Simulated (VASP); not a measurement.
# Cu (I4/mmm) in VASP: notebook

Cu is run at these levels: PBE; tasks: single point.

Everything below comes from runs of VASP 6.6.1. Logs are shortened: lines on timing, memory, paths and dates and some standing lists are left out, and cuts for length are marked.

## (1) The cell of the first run

It takes space group I4/mmm (No. 139, tetragonal). Conventional cell: a = 2.669 Å, b = 2.669 Å, c = 3.416 Å, α = 90.00°, β = 90.00°, γ = 90.00°. Within 3.5 Å of Cu (site symmetry 4/mmm) lie 14 Cu at 2.55 to 3.42 Å.

## (2) Single point, PBE (biaxial strain in the a-b plane: +4.0 %, then relaxed in part)

File INCAR:

```
PREC     = Accurate       # precision mode
ENCUT    = 520            # plane-wave cutoff, eV
EDIFF    = 1E-6           # SCF threshold, eV
ISMEAR   = 0              # smearing method
SIGMA    = 0.1            # smearing width, eV
LREAL    = F              # projectors in reciprocal space
LASPH    = T              # aspherical terms in the spheres
NELM     = 60             # most SCF steps
ALGO     = Fast           # electronic algorithm
ISIF     = 2              # what is computed and relaxed
LWAVE    = F              # write WAVECAR
LCHARG   = F              # write CHGCAR
GGA      = PE             # functional
NBANDS   = 18             # bands
```

File KPOINTS:

```
regular mesh
0
Gamma
  20 20 14
```

File POSCAR:

```
Cu
1.0
    1.8874974613      1.8874974613      0.0000000000
   -1.8874974613      1.8874974613      0.0000000000
    0.0000000000      0.0000000000      3.4155998732
Cu
2
Direct
    0.0000000000      0.0000000000      0.0000000000
    0.5000000000      0.5000000000      0.5000000000
```

Potentials or basis: VASP PAW PBE potentials, release 64 (Cu).

The run is started by

```
$ cat potpaw_PBE.64/Cu/POTCAR > POTCAR
$ mpirun -np 1 vasp_std > vasp.out
```

OUTCAR:

```text
PREC = Accurate
   ENCUT = 520
   EDIFF = 1E-6
   ISMEAR = 0
   LREAL = F
   LASPH = T
   NELM = 60
   ISIF = 2
   GGA = PE

 ion  position               nearest neighbor table
   1  0.000  0.000  0.000-   2 2.55   2 2.55   2 2.55   2 2.55   2 2.55   2 2.55   2 2.55   2 2.55

   2  0.500  0.500  0.500-   1 2.55   1 2.55   1 2.55   1 2.55   1 2.55   1 2.55   1 2.55   1 2.55

  LATTYP: Found a simple tetragonal cell.
 ALAT       =     2.6693245087
 C/A-ratio  =     1.2795746122

  Lattice vectors:

 A1 = (   1.8874974613,   1.8874974613,   0.0000000000)
 A2 = (  -1.8874974613,   1.8874974613,   0.0000000000)
 A3 = (   0.0000000000,   0.0000000000,   3.4155998732)

Analysis of symmetry for initial positions (statically):
=====================================================================
 Subroutine PRICEL returns following result:

  LATTYP: Found a body centered tetragonal cell.
 ALAT       =     2.6693245087
 C/A-ratio  =     1.2795746122

  Lattice vectors:

 A1 = (   0.0000000000,  -1.8874974613,  -1.7077999366)
 A2 = (   0.0000000000,   1.8874974613,  -1.7077999366)
 A3 = (   1.8874974613,   0.0000000000,   1.7077999366)

   2 primitive cells build up your supercell.

 Routine SETGRP: Setting up the symmetry group for a
 simple tetragonal supercell.

 Subroutine GETGRP returns: Found 16 space group operations
 (whereof 16 operations were pure point group operations)
 out of a pool of 16 trial point group operations.

The static configuration has the point symmetry D_4h.

Analysis of symmetry for dynamics (positions and initial velocities):
=====================================================================
 Subroutine PRICEL returns following result:

  LATTYP: Found a body centered tetragonal cell.
 ALAT       =     2.6693245087
 C/A-ratio  =     1.2795746122

  Lattice vectors:

 A1 = (   0.0000000000,  -1.8874974613,  -1.7077999366)
 A2 = (   0.0000000000,   1.8874974613,  -1.7077999366)
 A3 = (   1.8874974613,   0.0000000000,   1.7077999366)

   2 primitive cells build up your supercell.

 Routine SETGRP: Setting up the symmetry group for a
 simple tetragonal supercell.

 Subroutine GETGRP returns: Found 16 space group operations
 (whereof 16 operations were pure point group operations)
 out of a pool of 16 trial point group operations.

The dynamic configuration has the point symmetry D_4h.

 Subroutine INISYM returns: Found 16 space group operations
 (whereof 16 operations are pure point group operations),
 and found     2 'primitive' translations

----------------------------------------------------------------------------------------

                                     Primitive cell

  volume of cell :      12.1686

  direct lattice vectors                    reciprocal lattice vectors
     0.000000000 -1.887497461 -1.707799937     0.264901019 -0.264901019 -0.292774340
     0.000000000  1.887497461 -1.707799937     0.264901019  0.264901019 -0.292774340
     1.887497461  0.000000000  1.707799937     0.529802037  0.000000000  0.000000000

  length of vectors
     2.545432633  2.545432633  2.545432633     0.475459687  0.475459687  0.529802037

  position of ions in fractional coordinates (direct lattice)
     0.000000000  0.000000000  0.000000000

  ion indices of the primitive-cell ions
   primitive index   ion index
                 1           1

----------------------------------------------------------------------------------------

 KPOINTS: regular mesh

Automatic generation of k-mesh.
 Grid dimensions read from file:
 generate k-points for:   20   20   14

 Generating k-lattice:

  Cartesian coordinates                     Fractional coordinates (reciprocal lattice)
     0.013245051  0.013245051  0.000000000     0.050000000  0.000000000  0.000000000
    -0.013245051  0.013245051  0.000000000     0.000000000  0.050000000  0.000000000
     0.000000000  0.000000000  0.020912453     0.000000000  0.000000000  0.071428571

  Length of vectors
     0.018731331  0.018731331  0.020912453

  Shift w.r.t. Gamma in fractional coordinates (k-lattice)
     0.000000000  0.000000000  0.000000000

 Subroutine IBZKPT returns following result:
 ===========================================

 Found    528 irreducible k-points:

 Following reciprocal coordinates:
            Coordinates               Weight
  0.000000  0.000000  0.000000      1.000000
  0.050000  0.000000  0.000000      4.000000
  0.100000  0.000000  0.000000      4.000000
  0.150000  0.000000  0.000000      4.000000
  0.200000  0.000000  0.000000      4.000000
  0.250000  0.000000  0.000000      4.000000
[... 16 lines left out ...]
  0.150000  0.100000  0.000000      8.000000
  0.200000  0.100000  0.000000      8.000000
 [... further k-points ...]
   k-points           NKPTS =    528   k-points in BZ     NKDIM =    528   number of bands    NBANDS=     18
   number of dos      NEDOS =    301   number of ions     NIONS =      2
   total plane-waves  NPLWV =  11200
   dimension x,y,z NGX =    20 NGY =   20 NGZ =   28
   dimension x,y,z NGXF=    40 NGYF=   40 NGZF=   56
   ions per type =               2
   NGX,Y,Z   is equivalent  to a cutoff of  12.46, 12.46, 13.63 a.u.
   NGXF,Y,Z  is equivalent  to a cutoff of  24.91, 24.91, 27.26 a.u.
 SYSTEM =  unknown system
   PREC   = accura    normal or accurate (medium, high low for compatibility)
   ISTART =      0    job   : 0-new  1-cont  2-samecut
   ICHARG =      2    charge: 1-file 2-atom 10-const
   ISPIN  =      1    spin polarized calculation?
   LNONCOLLINEAR =      F non collinear calculations
   LSORBIT =      F    spin-orbit coupling
   LASPH  =      T    aspherical Exc in radial PAW
   ENCUT  =  520.0 eV  38.22 Ry    6.18 a.u.   4.96  4.96  6.35*2*pi/ulx,y,z
   NELM   =     60;   NELMIN=  2; NELMDL= -5     # of ELM steps
   EDIFF  = 0.1E-05   stopping-criterion for ELM
   LREAL  =      F    real-space projection
   EDIFFG = 0.1E-04   stopping-criterion for IOM
   NSW    =      0    number of steps for IOM
   IBRION =     -1    ionic relax: 0-MD 1-quasi-New 2-CG
   NFREE  =      0    steps in history (QN), initial steepest desc. (CG)
   ISIF   =      2    stress and relaxation
   ISYM   =      2    0-nonsym 1-usesym 2-fastsym
   POTIM  = 0.5000    time-step for ionic-motion
   TEBEG  =    0.0;   TEEND  =   0.0 temperature during run
   PSTRESS=    0.0 pullay stress
   NELECT =      22.0000    total number of electrons
   NUPDOWN=      -1.0000    fix difference up-down
   EMIN   =  10.00;   EMAX   =-10.00  energy-range for DOS
   EFERMI =   0.00;   METHOD = LEGACY
   ISMEAR =     0;   SIGMA  =   0.10  broadening in eV -4-tet -1-fermi 0-gaus
   EFERMI_NEDOS =   21; number of points for ismear=-14 and -15
   IALGO  =     68    algorithm
   IMIX   =      4    mixing-type and parameters
     AMIX     =   0.40;   BMIX     =  1.00
     AMIX_MAG =   1.60;   BMIX_MAG =  1.00
  volume/ion in A,a.u.               =      12.17        82.12
  Fermi-wavevector in a.u.,A,eV,Ry     =   1.582921  2.991286 34.091272  2.505638
  Thomas-Fermi vector in A             =   2.682770
   LORBIT       =      0    0 simple, 1 ext, 2 COOP (PROOUT), +10 PAW based schemes
   GGA     = PE    functional components
   LHFCALC =     F    Hartree Fock is set to
   AEXX    =    0.0000 exact exchange contribution
   IVDW    =     0    specifies the selected vdW correction
   LEPSILON=     F    determine dielectric tensor
   LRPA    =     F    only Hartree local field effects (RPA)
 non-spin polarized calculation
 RMM-DIIS sequential band-by-band and
 Gauss-broadening in eV      SIGMA  =   0.10
  energy-cutoff  :      520.00
  volume of cell :       24.34
 maximum number of plane-waves:       680
 NGX is ok and might be reduce to    20
   NGX =  9   NGY =  9   NGZ = 13

 number of electron      22.0000037 magnetization

 Free energy of the ion-electron system (eV)
  ---------------------------------------------------
  ext. energy  EPLUGINS =         0.00000000
  ---------------------------------------------------
  free energy    TOTEN  =        -7.43638223 eV

  energy without entropy =       -7.43285254  energy(sigma->0) =       -7.43461738

 E-fermi :   7.2506     XC(G=0): -12.5536

 val. band max:        7.2378812268   @ k =   0.3500   0.1000   0.4286
 cond. band min:       7.2576632317   @ k =   0.4000   0.2000   0.4286
 fundamental gap:      0.0197820049
 Fermi energy:         7.2505576738

 k-point     1 :       0.0000    0.0000    0.0000
  band No.  band energies     occupation
      1      -1.9039      2.00000
      2       2.5889      2.00000
      3       2.9058      2.00000
      4       4.1606      2.00000
      5       4.1606      2.00000
      6       4.5772      2.00000
[... 10 lines left out ...]
     17      25.5222      0.00000
     18      29.7680      0.00000

 k-point     2 :       0.0500    0.0000    0.0000
  band No.  band energies     occupation
      1      -1.8482      2.00000
      2       2.6122      2.00000
      3       2.9208      2.00000
      4       4.1520      2.00000
      5       4.1711      2.00000
      6       4.5868      2.00000
[... 10 lines left out ...]
     17      25.9126      0.00000
     18      29.5369      0.00000

 k-point     3 :       0.1000    0.0000    0.0000
  band No.  band energies     occupation
      1      -1.6819      2.00000
      2       2.6802      2.00000
      3       2.9644      2.00000
      4       4.1273      2.00000
      5       4.2023      2.00000
      6       4.6126      2.00000
[... 10 lines left out ...]
     17      27.1543      0.00000
     18      28.6611      0.00000

 k-point     4 :       0.1500    0.0000    0.0000
  band No.  band energies     occupation
      1      -1.4075      2.00000
      2       2.7878      2.00000
      3       3.0318      2.00000
      4       4.0898      2.00000
      5       4.2533      2.00000
      6       4.6445      2.00000
[... 375 lines left out ...]
      4       4.0452      2.00000
      5       4.2930      2.00000
      6       4.6549      2.00000
[... 10 lines left out ...]
     17      27.9022      0.00000
     18      28.7167      0.00000

 k-point    23 :       0.1500    0.1000    0.0000
  band No.  band energies     occupation
      1      -1.1904      2.00000
      2       2.8603      2.00000
      3       3.1017      2.00000
      4       3.9878      2.00000
      5       4.3639      2.00000
      6       4.6844      2.00000
[... 10 lines left out ...]
     17      27.5388      0.00000
     18      27.9930      0.00000

 k-point    24 :       0.2000    0.1000    0.0000
  band No.  band energies     occupation
      1      -0.8171      2.00000
      2       2.9845      2.00000
      3       3.1916      2.00000
      4       3.9290      2.00000
      5       4.4468      2.00000
      6       4.6358      2.00000
[... 10 lines left out ...]
     17      26.5416      0.00000
     18      26.9105      0.00000

 [... further k-points ...]

------------------------ aborting loop because EDIFF is reached ----------------------------------------

  FORCE on cell =-STRESS in cart. coord.  units (eV):
  Direction    XX          YY          ZZ          XY          YZ          ZX
  --------------------------------------------------------------------------------------
  -------------------------------------------------------------------------------------
  Total       -0.3635810     -0.3635810      0.1394536      0.0000000      0.0000000      0.0000000
  in kB      -23.9354735    -23.9354735      9.1805877      0.0000000      0.0000000      0.0000000
  external PRESSURE =     -12.8967865 kB  Pullay stress =       0.0000000 kB

 VOLUME and BASIS-vectors are now :
 -----------------------------------------------------------------------------
  energy-cutoff  :      520.00
  volume of cell :       24.34
      direct lattice vectors                 reciprocal lattice vectors
     1.887497461  1.887497461  0.000000000     0.264901019  0.264901019  0.000000000
    -1.887497461  1.887497461  0.000000000    -0.264901019  0.264901019  0.000000000
     0.000000000  0.000000000  3.415599873     0.000000000  0.000000000  0.292774340

 POSITION                                       TOTAL-FORCE (eV/Angst)
 -----------------------------------------------------------------------------------
      0.00000      0.00000      0.00000        -0.000000      0.000000      0.000000
      0.00000      1.88750      1.70780         0.000000     -0.000000     -0.000000
 -----------------------------------------------------------------------------------
    total drift:                               -0.000000      0.000000      0.000000

  FREE ENERGIE OF THE ION-ELECTRON SYSTEM (eV)
  ---------------------------------------------------
  free  energy   TOTEN  =        -7.4363822250 eV

  energy  without entropy=       -7.4328525419  energy(sigma->0) =       -7.43461738
```

It took 4.4 min on 1 thread of Intel Xeon 8259CL, shared host; peak memory 0.29 GiB.

Results:

```
Free energy            : -7.4364 eV
Pressure               : -1.3 GPa
Band gap on the k mesh : zero (bands 11 and 12 overlap by 8.09 eV)
```

Stress tensor (GPa, compression positive):
```
-2.39  0.00  0.00
 0.00 -2.39  0.00
 0.00  0.00  0.92
```

Levels at points of the mesh, in eV from the Fermi level:
| k point | band 8 | band 9 | band 10 | band 11 | band 12 | band 13 | band 14 | band 15 |
| --- | --- | --- | --- | --- | --- | --- | --- | --- |
| (0.00, 0.00, 0.00) | -2.01 | -1.66 | -1.49 | -1.49 | 3.01 | 8.69 | 11.32 | 11.32 |
| (0.50, 0.00, 0.00) | -2.56 | -2.26 | -2.26 | -0.65 | -0.65 | 10.51 | 10.51 | 12.07 |
| (0.50, 0.50, 0.00) | -1.66 | -1.40 | -1.40 | 0.83 | 0.83 | 6.03 | 6.03 | 13.65 |
| (0.00, 0.00, 0.50) | -2.45 | -2.32 | -2.32 | -2.05 | -2.05 | 15.83 | 15.83 | 15.83 |
| (0.50, 0.00, 0.50) | -1.75 | -1.55 | -1.55 | -0.91 | -0.91 | 3.62 | 3.62 | 19.76 |
| (0.50, 0.50, 0.50) | -2.17 | -1.66 | -1.66 | 6.04 | 6.04 | 6.04 | 6.04 | 7.58 |

Caveat: the cell differs from its parent crystal (biaxial strain in the a-b plane: +4.0 %, then relaxed in part).

## (3) Single point, PBE (biaxial strain in the a-b plane: +6.0 %, then relaxed in part)

File INCAR:

```
SYSTEM = Cu
PREC = Accurate ; ENCUT = 520
EDIFF = 1E-6 ; ISMEAR = 0
SIGMA = 0.1 ; LREAL = .False.
LASPH = .True. ; NELM = 80
ALGO = Fast ; ISIF = 2
LWAVE = .False. ; LCHARG = .False.
GGA = PE ; NBANDS = 18
```

File KPOINTS:

```
regular mesh
0
Gamma
  20 20 14
  0 0 0
```

File POSCAR:

```
Cu
1.0
    1.9237954894      1.9237954894      0.0000000000
   -1.9237954894      1.9237954894      0.0000000000
    0.0000000000      0.0000000000      3.2917358793
Cu
2
Direct
    0.0000000000      0.0000000000      0.0000000000
    0.5000000000      0.5000000000      0.5000000000
```

Potentials or basis: VASP PAW PBE potentials, release 64 (Cu).

The run is started by

```
$ cat potpaw_PBE.64/Cu/POTCAR > POTCAR
$ mpirun -np 1 vasp_std > vasp.out
```

Wall time 3.3 min (1 thread of Intel Xeon 8259CL, shared host); peak memory 0.29 GiB.

It converged, with:

```
Free energy            : -7.4169 eV
Pressure               : -1.2 GPa
Band gap on the k mesh : zero (bands 11 and 12 overlap by 8.17 eV)
```

Stress tensor (GPa, compression positive):
```
-2.22  0.00  0.00
 0.00 -2.22  0.00
 0.00  0.00  0.92
```

Levels at points of the mesh, in eV from the Fermi level:
| k point | band 8 | band 9 | band 10 | band 11 | band 12 | band 13 | band 14 | band 15 |
| --- | --- | --- | --- | --- | --- | --- | --- | --- |
| (0.00, 0.00, 0.00) | -1.92 | -1.61 | -1.47 | -1.47 | 4.01 | 9.78 | 10.55 | 10.55 |
| (0.50, 0.00, 0.00) | -2.57 | -2.26 | -2.26 | -0.79 | -0.79 | 11.22 | 11.22 | 12.96 |
| (0.50, 0.50, 0.00) | -1.71 | -1.34 | -1.34 | 0.52 | 0.52 | 5.60 | 5.60 | 14.27 |
| (0.00, 0.00, 0.50) | -2.49 | -2.10 | -2.10 | -2.08 | -2.08 | 15.40 | 15.40 | 15.40 |
| (0.50, 0.00, 0.50) | -1.78 | -1.46 | -1.46 | -0.84 | -0.84 | 3.71 | 3.71 | 19.13 |
| (0.50, 0.50, 0.50) | -2.10 | -1.71 | -1.71 | 6.09 | 6.09 | 6.09 | 6.09 | 7.30 |

Caveat: the cell differs from its parent crystal (biaxial strain in the a-b plane: +6.0 %, then relaxed in part).
